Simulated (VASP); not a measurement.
HfO2:

```xyz
12
Lattice="5.2195 0.0000 0.0000 0.0000 5.0048 0.0000 0.0000 0.0000 5.0327" Properties=species:S:1:pos:R:3 pbc="T T T"
Hf    5.0472    3.6661    3.7314
Hf    2.7820    3.6661    1.2151
Hf    2.4375    1.3387    3.7314
Hf    0.1723    1.3387    1.2151
O     3.2994    4.6477    4.4251
O     4.5298    4.6477    1.9087
O     1.2211    2.7020    2.4776
O     1.3886    2.7020    4.9939
O     3.9984    2.3028    4.9939
O     3.8308    2.3028    2.4776
O     0.6896    0.3571    4.4251
O     1.9201    0.3571    1.9087
```

Base run:

| Item | Value |
| --- | --- |
| Program | VASP 6.6.1 |
| Functional | RPBE |
| Dispersion | D3(BJ) |
| Potentials or basis | VASP PAW PBE potentials, release 64 (Hf_pv, O) |
| Cutoff | 520 eV |
| k mesh | 5 × 6 × 5 |
| Occupations | fermi-dirac, width 0.05 eV |
| Spin | no spin polarisation |

Its results: band gap on the k mesh 4.52 eV, indirect (least direct gap 4.71 eV); pressure -11.2 GPa; largest force 0.141 eV/Å.

Question: After a change of settings the same cell gave: band gap on the k mesh 4.44 eV, indirect (least direct gap 4.64 eV); pressure 2.7 GPa; largest force 0.070 eV/Å. Which change was it?
A. functional from RPBE to BLYP
B. functional from RPBE to BLYP; dispersion from D3(BJ) to none
C. functional from RPBE to PBE; further incar settings from ALGO = Normal; EDIFF = 1e-06; NBANDS = 56 to ALGO = Normal; EDIFF = 1e-07; NBANDS = 56
D. functional from RPBE to PBE exchange alone; dispersion from D3(BJ) to none

Answer: C.

Caveats: spin-orbit coupling is left out, which moves the levels of the heavy elements; the PAW data sets were made with another functional, which shifts forces and pressure a little (some runs).
